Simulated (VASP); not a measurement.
# Y: single point with PBE

Crystal: Y.

```xyz
1
Lattice="0.0000 2.5335 2.5335 2.5335 0.0000 2.5335 2.5335 2.5335 0.0000" Properties=species:S:1:pos:R:3 pbc="T T T"
Y     0.0000    0.0000    0.0000
```

This isn't the form of Y at room conditions, which is hcp.

* Program: VASP 6.6.1
* Task: single point
* Functional: PBE
* Potentials or basis: VASP PAW PBE potentials, release 64 (Y_sv)
* Cutoff: 520 eV
* k mesh: 14 × 14 × 14
* Occupations: fermi-dirac, width 0.08 eV
* Spin: no spin polarisation

```json
{
  "Pressure": "-0.1 GPa",
  "Band gap on the k mesh": "zero (an odd number of electrons rules out a gap without spin polarisation)"
}
```

Levels at points of the mesh, in eV from the Fermi level:
| k point | band 3 | band 4 | band 5 | band 6 | band 7 | band 8 |
| --- | --- | --- | --- | --- | --- | --- |
| (0.00, 0.00, 0.00) | -22.38 | -22.38 | -4.76 | 1.78 | 1.78 | 1.78 |
| (0.50, 0.00, 0.00) | -22.46 | -22.46 | -1.98 | 0.61 | 1.62 | 1.62 |
| (0.50, 0.50, 0.00) | -22.59 | -22.59 | -1.75 | -0.88 | 2.07 | 5.25 |

Run time: 79 s on 1 thread of Intel Xeon 8259CL, with other jobs on the host, peak memory 0.2 GiB.
